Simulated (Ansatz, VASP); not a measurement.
## Ba in VASP and in Ansatz

```
CELL_PARAMETERS angstrom
4.40656 -0.17246 0.07916
-2.35264 3.91893 -0.12188
0.07185 -0.08625 4.17667
ATOMIC_POSITIONS crystal
Ba 0.00000 0.00000 0.00000
```

Alike in both runs: task single point; functional PBE; k mesh 10 × 10 × 10; occupations gaussian, width 0.1 eV; no spin polarisation.

|  | VASP | Ansatz |
| --- | --- | --- |
| version | VASP 6.6.1 | Ansatz 0.2.0 |
| potentials or method | VASP PAW PBE potentials, release 64 (Ba_sv), cutoff 520 eV | scalar-relativistic, plane waves, PAW |
| valence electrons in the cell | 10 | 10 |

|  | VASP | Ansatz | Ansatz less VASP |
| --- | --- | --- | --- |
| gap on the k mesh at the Fermi level (eV) | none | none | - |
| pressure (GPa) | -0.7 | -0.8 | -0.04 |
| traceless stress, the component that is largest in VASP (GPa) | 0.53 | 0.52 | -0.003 |

A gap of «none» marks a metal or a gap that the smearing closes. The functional is the same, so the differences come from potentials, cutoffs and numerics.

Neither program's run includes spin-orbit coupling.
